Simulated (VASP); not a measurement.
# Ca (Fm-3m) in VASP: notebook

The runs below take Ca through single point, relaxation of volume and atoms at fixed shape, with PBEsol.

Everything below comes from runs of VASP 6.6.1. Logs are shortened: lines on timing, memory, paths and dates and some standing lists are left out, and cuts for length are marked.

**1. The cell of the first run**

Symmetry: Fm-3m, No. 225, cubic system. Conventional cell: a = 5.465 Å, b = 5.465 Å, c = 5.465 Å, α = 90.00°, β = 90.00°, γ = 90.00°. Within 5.1 Å of Ca (site symmetry m-3m) lie 12 Ca at 3.86 Å.

**2. Single point, PBEsol**

Contents of INCAR:

```
ALGO     = Normal         # electronic algorithm
EDIFF    = 1E-6           # SCF threshold, eV
ENCUT    = 520            # plane-wave cutoff, eV
GGA      = PS             # functional
ISIF     = 2              # what is computed and relaxed
ISMEAR   = 1              # smearing method
LASPH    = True           # aspherical terms in the spheres
LCHARG   = False          # write CHGCAR
LREAL    = False          # projectors in reciprocal space
LWAVE    = False          # write WAVECAR
NBANDS   = 28             # bands
NELM     = 100            # most SCF steps
PREC     = Accurate       # precision mode
SIGMA    = 0.1            # smearing width, eV
```

Contents of KPOINTS:

```
k-points
0
Gamma
  4 4 4
```

Contents of POSCAR:

```
Ca
1.0
    5.4651607910      0.0000000000      0.0000000000
    0.0000000000      5.4651607910      0.0000000000
    0.0000000000      0.0000000000      5.4651607910
Ca
4
Direct
    0.0000000000      0.0000000000      0.0000000000
    0.0000000000      0.5000000000      0.5000000000
    0.5000000000      0.0000000000      0.5000000000
    0.5000000000      0.5000000000      0.0000000000
```

Potentials or basis: VASP PAW PBE potentials, release 64 (Ca_sv).

Started as:

```
$ cat potpaw_PBE.64/Ca_sv/POTCAR > POTCAR
$ mpirun -np 1 vasp_std > vasp.out
```

OUTCAR:

```text
EDIFF = 1E-6
   ENCUT = 520
   GGA = PS
   ISIF = 2
   ISMEAR = 1
   LASPH = True
   LREAL = False
   NELM = 100
   PREC = Accurate

 ion  position               nearest neighbor table
   1  0.000  0.000  0.000-
   2  0.000  0.500  0.500-
   3  0.500  0.000  0.500-
   4  0.500  0.500  0.000-

  LATTYP: Found a simple cubic cell.
 ALAT       =     5.4651607910

  Lattice vectors:

 A1 = (   5.4651607910,   0.0000000000,   0.0000000000)
 A2 = (   0.0000000000,   5.4651607910,   0.0000000000)
 A3 = (   0.0000000000,   0.0000000000,   5.4651607910)

Analysis of symmetry for initial positions (statically):
=====================================================================
 Subroutine PRICEL returns following result:

  LATTYP: Found a face centered cubic cell.
 ALAT       =     5.4651607910

  Lattice vectors:

 A1 = (   2.7325803955,  -2.7325803955,   0.0000000000)
 A2 = (   2.7325803955,   0.0000000000,   2.7325803955)
 A3 = (   0.0000000000,  -2.7325803955,   2.7325803955)

   4 primitive cells build up your supercell.

 Routine SETGRP: Setting up the symmetry group for a
 simple cubic supercell.

 Subroutine GETGRP returns: Found 48 space group operations
 (whereof 48 operations were pure point group operations)
 out of a pool of 48 trial point group operations.

The static configuration has the point symmetry O_h .

Analysis of symmetry for dynamics (positions and initial velocities):
=====================================================================
 Subroutine PRICEL returns following result:

  LATTYP: Found a face centered cubic cell.
 ALAT       =     5.4651607910

  Lattice vectors:

 A1 = (   2.7325803955,  -2.7325803955,   0.0000000000)
 A2 = (   2.7325803955,   0.0000000000,   2.7325803955)
 A3 = (   0.0000000000,  -2.7325803955,   2.7325803955)

   4 primitive cells build up your supercell.

 Routine SETGRP: Setting up the symmetry group for a
[... 70 lines left out ...]
  0.500000  0.500000  0.500000      1.000000
   k-points           NKPTS =     10   k-points in BZ     NKDIM =     10   number of bands    NBANDS=     28
   number of dos      NEDOS =    301   number of ions     NIONS =      4
   total plane-waves  NPLWV =  74088
   dimension x,y,z NGX =    42 NGY =   42 NGZ =   42
   dimension x,y,z NGXF=    84 NGYF=   84 NGZF=   84
   ions per type =               4
   NGX,Y,Z   is equivalent  to a cutoff of  12.78, 12.78, 12.78 a.u.
   NGXF,Y,Z  is equivalent  to a cutoff of  25.55, 25.55, 25.55 a.u.
 SYSTEM =  unknown system
   PREC   = accura    normal or accurate (medium, high low for compatibility)
   ISTART =      0    job   : 0-new  1-cont  2-samecut
   ICHARG =      2    charge: 1-file 2-atom 10-const
   ISPIN  =      1    spin polarized calculation?
   LNONCOLLINEAR =      F non collinear calculations
   LSORBIT =      F    spin-orbit coupling
   LASPH  =      T    aspherical Exc in radial PAW
   ENCUT  =  520.0 eV  38.22 Ry    6.18 a.u.  10.16 10.16 10.16*2*pi/ulx,y,z
   NELM   =    100;   NELMIN=  2; NELMDL= -5     # of ELM steps
   EDIFF  = 0.1E-05   stopping-criterion for ELM
   LREAL  =      F    real-space projection
[... 7 lines left out ...]
   TEBEG  =    0.0;   TEEND  =   0.0 temperature during run
   PSTRESS=    0.0 pullay stress
   NELECT =      40.0000    total number of electrons
   NUPDOWN=      -1.0000    fix difference up-down
   EMIN   =  10.00;   EMAX   =-10.00  energy-range for DOS
   EFERMI =   0.00;   METHOD = LEGACY
   ISMEAR =     1;   SIGMA  =   0.10  broadening in eV -4-tet -1-fermi 0-gaus
   EFERMI_NEDOS =   21; number of points for ismear=-14 and -15
   IALGO  =     38    algorithm
   IMIX   =      4    mixing-type and parameters
     AMIX     =   0.40;   BMIX     =  1.00
     AMIX_MAG =   1.60;   BMIX_MAG =  1.00
  volume/ion in A,a.u.               =      40.81       275.39
  Fermi-wavevector in a.u.,A,eV,Ry     =   1.024453  1.935935 14.279358  1.049503
  Thomas-Fermi vector in A             =   2.158240
   LORBIT       =      0    0 simple, 1 ext, 2 COOP (PROOUT), +10 PAW based schemes
   GGA     = PS    functional components
   LHFCALC =     F    Hartree Fock is set to
   AEXX    =    0.0000 exact exchange contribution
   IVDW    =     0    specifies the selected vdW correction
   LEPSILON=     F    determine dielectric tensor
   LRPA    =     F    only Hartree local field effects (RPA)
 non-spin polarized calculation
 Methfessel and Paxton  Order N= 1 SIGMA  =   0.10
  energy-cutoff  :      520.00
  volume of cell :      163.23
 maximum number of plane-waves:      4436
 NGX is ok and might be reduce to    42
   NGX = 21   NGY = 21   NGZ = 21

 number of electron      40.0000017 magnetization

 Free energy of the ion-electron system (eV)
  ---------------------------------------------------
  ext. energy  EPLUGINS =         0.00000000
  ---------------------------------------------------
  free energy    TOTEN  =        -8.55631163 eV

  energy without entropy =       -8.54776439  energy(sigma->0) =       -8.55346255

 E-fermi :   1.9601     XC(G=0):  -7.9185

 val. band max:        1.9534905003   @ k =   0.5000   0.2500   0.2500
 cond. band min:       2.0292524897   @ k =   0.2500   0.2500   0.0000
 fundamental gap:      0.0757619894
 Fermi energy:         1.9600554371

 k-point     1 :       0.0000    0.0000    0.0000
  band No.  band energies     occupation
      1     -39.7424      2.00000
      2     -39.7207      2.00000
      3     -39.7207      2.00000
      4     -39.7207      2.00000
      5     -20.8792      2.00000
      6     -20.8792      2.00000
[... 299 lines left out ...]
     27       4.2748      0.00000
     28       4.2748      0.00000

------------------------ aborting loop because EDIFF is reached ----------------------------------------

  FORCE on cell =-STRESS in cart. coord.  units (eV):
  Direction    XX          YY          ZZ          XY          YZ          ZX
  --------------------------------------------------------------------------------------
  -------------------------------------------------------------------------------------
  Total        0.0475150      0.0475150      0.0475150      0.0000000      0.0000000     -0.0000000
  in kB        0.4663718      0.4663718      0.4663718      0.0000000      0.0000000     -0.0000000
  external PRESSURE =       0.4663718 kB  Pullay stress =       0.0000000 kB

 VOLUME and BASIS-vectors are now :
 -----------------------------------------------------------------------------
  energy-cutoff  :      520.00
  volume of cell :      163.23
      direct lattice vectors                 reciprocal lattice vectors
     5.465160791  0.000000000  0.000000000     0.182977233  0.000000000  0.000000000
     0.000000000  5.465160791  0.000000000     0.000000000  0.182977233  0.000000000
     0.000000000  0.000000000  5.465160791     0.000000000  0.000000000  0.182977233

 POSITION                                       TOTAL-FORCE (eV/Angst)
 -----------------------------------------------------------------------------------
      0.00000      0.00000      0.00000         0.000000      0.000000      0.000000
      0.00000      2.73258      2.73258         0.000000     -0.000000     -0.000000
      2.73258      0.00000      2.73258         0.000000      0.000000     -0.000000
      2.73258      2.73258      0.00000        -0.000000     -0.000000     -0.000000
 -----------------------------------------------------------------------------------
    total drift:                                0.000000     -0.000000     -0.000000

  FREE ENERGIE OF THE ION-ELECTRON SYSTEM (eV)
  ---------------------------------------------------
  free  energy   TOTEN  =        -8.5563116293 eV

  energy  without entropy=       -8.5477643862  energy(sigma->0) =       -8.55346255
```

OSZICAR:

```text
N       E                     dE             d eps       ncg     rms          rms(c)
DAV:   1     0.384626297066E+03    0.38463E+03   -0.19425E+04   560   0.130E+03
DAV:   2     0.149496131279E+02   -0.36968E+03   -0.36560E+03   584   0.393E+02
DAV:   3    -0.635713468816E+01   -0.21307E+02   -0.20879E+02   932   0.696E+01
DAV:   4    -0.849735372200E+01   -0.21402E+01   -0.21340E+01   892   0.186E+01
DAV:   5    -0.859343873218E+01   -0.96085E-01   -0.96015E-01   804   0.337E+00    0.457E+00
DAV:   6    -0.856932348622E+01    0.24115E-01   -0.74714E-02   760   0.183E+00    0.260E+00
DAV:   7    -0.855665836168E+01    0.12665E-01   -0.46436E-02   628   0.204E+00    0.189E-01
DAV:   8    -0.855618909560E+01    0.46927E-03   -0.69252E-03   872   0.461E-01    0.260E-01
DAV:   9    -0.855625491048E+01   -0.65815E-04   -0.47916E-04   848   0.117E-01    0.149E-01
DAV:  10    -0.855633626209E+01   -0.81352E-04   -0.31680E-04   620   0.171E-01    0.695E-02
DAV:  11    -0.855631483317E+01    0.21429E-04   -0.43832E-05   624   0.541E-02    0.902E-03
DAV:  12    -0.855631363364E+01    0.11995E-05   -0.39465E-06   656   0.930E-03    0.654E-03
DAV:  13    -0.855631138475E+01    0.22489E-05   -0.47652E-07   364   0.654E-03    0.934E-04
DAV:  14    -0.855631162927E+01   -0.24452E-06   -0.10042E-07   364   0.234E-03
   1 F= -.85563116E+01 E0= -.85534625E+01  d E =-.854724E-02
```

Wall time 85 s (1 thread of Intel Xeon 8259CL, shared host); peak memory 0.25 GiB.

What came out:

```
Free energy            : -8.5563 eV
Pressure               : 0.0 GPa
Band gap on the k mesh : zero (bands 20 and 21 overlap by 0.31 eV)
```

Caveat: the PAW data sets were made with another functional, which shifts forces and pressure a little.

(Part 1 of 2 ends here.)
